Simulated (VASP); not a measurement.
A run of VASP 6.6.1 is set up as follows.

The input INCAR:

```
SYSTEM = Nb8H
ALGO = Fast
EDIFF = 1E-7
ENCUT = 520
GGA = PE
ISIF = 2
ISMEAR = 0
LASPH = .TRUE.
LCHARG = .TRUE.
LELF = .TRUE.
LREAL = .FALSE.
LVHAR = .TRUE.
LWAVE = .FALSE.
NBANDS = 62
NELM = 60
PREC = Accurate
SIGMA = 0.1
```

File KPOINTS:

```
k-points
0
G
  6 6 6
  0 0 0
```

POSCAR

```
Nb8H
1.0
    0.0000000000      4.2388990517      4.2388990517
    4.2388990517      0.0000000000      4.2388990517
    4.2388990517      4.2388990517      0.0000000000
Nb H
8 1
Direct
    0.0000000000      0.0000000000      0.0000000000
   -0.0025334491     -0.0025334491      0.5025334491
   -0.0025334491      0.5025334491     -0.0025334491
   -0.0025334491      0.5025334491      0.5025334491
    0.5025334491     -0.0025334491     -0.0025334491
    0.5025334491     -0.0025334491      0.5025334491
    0.5025334491      0.5025334491     -0.0025334491
    0.5000000000      0.5000000000      0.5000000000
    0.2500000000      0.2500000000      0.2500000000
```

Potentials or basis: VASP PAW PBE potentials, release 64 (Nb_sv, H).

Launch:

```console
$ cat potpaw_PBE.64/Nb_sv/POTCAR potpaw_PBE.64/H/POTCAR > POTCAR
$ mpirun -np 1 vasp_std > vasp.out
```

Question: What does it give for the band gap on the k mesh?

Answer: Zero (an odd number of electrons rules out a gap without spin polarisation).

Question: Predict the pressure.

Answer: -0.3 GPa.
